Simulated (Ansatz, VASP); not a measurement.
# Two plane-wave programs on ZnSe

```
Se Zn
1.0
     0.00000    2.83380    2.83380
     2.83380    0.00000    2.83380
     2.83380    2.83380    0.00000
Se Zn
1 1
Direct
  0.75000 0.75000 0.75000
  0.00000 0.00000 0.00000
```

Alike in both runs: task single point; functional PBE; k mesh 8 × 8 × 8; occupations gaussian, width 0.013 eV; no spin polarisation.

|  | VASP | Ansatz |
| --- | --- | --- |
| version | VASP 6.6.1 | Ansatz 0.2.0 |
| potentials or method | VASP PAW PBE potentials, release 64 (Se, Zn) | Ansatz PAW |
| plane-wave cutoff (eV) | 520 | 420 |
| valence electrons in the cell | 18 | 28 |

Ansatz gave:

```
gap on the k mesh at the Fermi level (eV) : 1.29
least direct gap on the mesh (eV)         : 1.29
pressure (GPa)                            : 2.1
```

Problem. Estimate VASP's values.

Solution. gap on the k mesh at the Fermi level (eV): 1.29; least direct gap on the mesh (eV): 1.29; pressure (GPa): 2.3.

VASP's potentials hold 18 valence electrons a cell and Ansatz's 28, so a difference there can come from the potentials and not from the codes.
